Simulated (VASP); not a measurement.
Input of a VASP 6.6.1 run:

Contents of INCAR:

```
  PREC = Accurate
  ENCUT = 520
  EDIFF = 1E-6
  ISMEAR = 0
  SIGMA = 0.15
  LREAL = F
  LASPH = T
  NELM = 60
  ALGO = Fast
  ISIF = 2
  LWAVE = F
  LCHARG = F
  GGA = PS
  NBANDS = 18
```

The input KPOINTS:

```
regular mesh
0
Gamma
  20 20 18
```

POSCAR

```
Cu
1.0
    1.1478865243     -4.1772371477      0.0000000000
    1.1478865243      4.1772371477      0.0000000000
    0.0000000000      0.0000000000      2.4675572805
Cu
2
Direct
    0.1338543804      0.8661456196      0.2500000000
    0.8661456196      0.1338543804      0.7500000000
```

Potentials or basis: VASP PAW PBE potentials, release 64 (Cu).

Command:

```console
$ cat potpaw_PBE.64/Cu/POTCAR > POTCAR
$ mpirun -np 1 vasp_std > vasp.out
```

Problem. Predict the largest force.

Solution. 0.186 eV/Å.

Problem. Predict the band gap on the k mesh.

Solution. Zero (bands 11 and 12 overlap by 6.10 eV).

Forces on the atoms (eV/Å):
```
Cu   0.000  0.186  0.000
Cu   0.000 -0.186  0.000
```

Caveat: the cell differs from its parent crystal (normal strain along x -0.0550, normal strain along y +0.0550); the PAW data sets were made with another functional, which shifts forces and pressure a little.
